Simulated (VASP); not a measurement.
Input of a VASP 6.6.1 run:

INCAR

```
PREC = Accurate
ENCUT = 600
EDIFF = 1E-6
ISMEAR = 0
SIGMA = 0.1
LREAL = False
LASPH = True
NELM = 60
ALGO = Fast
ISIF = 3
LWAVE = False
LCHARG = False
GGA = PE
IBRION = 2
NSW = 100
EDIFFG = -0.01
```

The input KPOINTS:

```
regular mesh
0
Gamma
  18 18 18
```

File POSCAR:

```
AlNi
1.0
    3.1969820732      0.0000000000      0.0000000000
   -1.5984910366      2.7686676908      0.0000000000
    0.0000000000      0.0000000000      3.1085422950
Al Ni
1 1
Direct
    0.0000000000      0.0000000000      0.0000000000
    0.6666666667      0.3333333333      0.5000000000
```

Potentials or basis: VASP PAW PBE potentials, release 64 (Al, Ni).

Launch:

```bash
$ cat potpaw_PBE.64/Al/POTCAR potpaw_PBE.64/Ni/POTCAR > POTCAR
$ mpirun -np 1 vasp_std > vasp.out
```

**Question.** What does it give for the space group after relaxing (to 0.1 Å)?

**Answer.** P-6m2 (No. 187).

**Question.** Estimate the relaxed cell.

**Answer.** a = 2.758 Å, b = 2.758 Å, c = 3.820 Å, α = 90.00°, β = 90.00°, γ = 120.00°.

Final structure:
```
Al Ni
1.0
     2.75775    0.00000    0.00000
    -1.37887    2.38828    0.00000
     0.00000    0.00000    3.81995
Al Ni
1 1
Direct
  0.00000 0.00000 0.00000
  0.66667 0.33333 0.50000
```

Caveat: a cell axis changed by over 15 % at a fixed basis, so the end point is rough. Spin polarisation is off, so any magnetic state and its effect on volume and gap are missing.
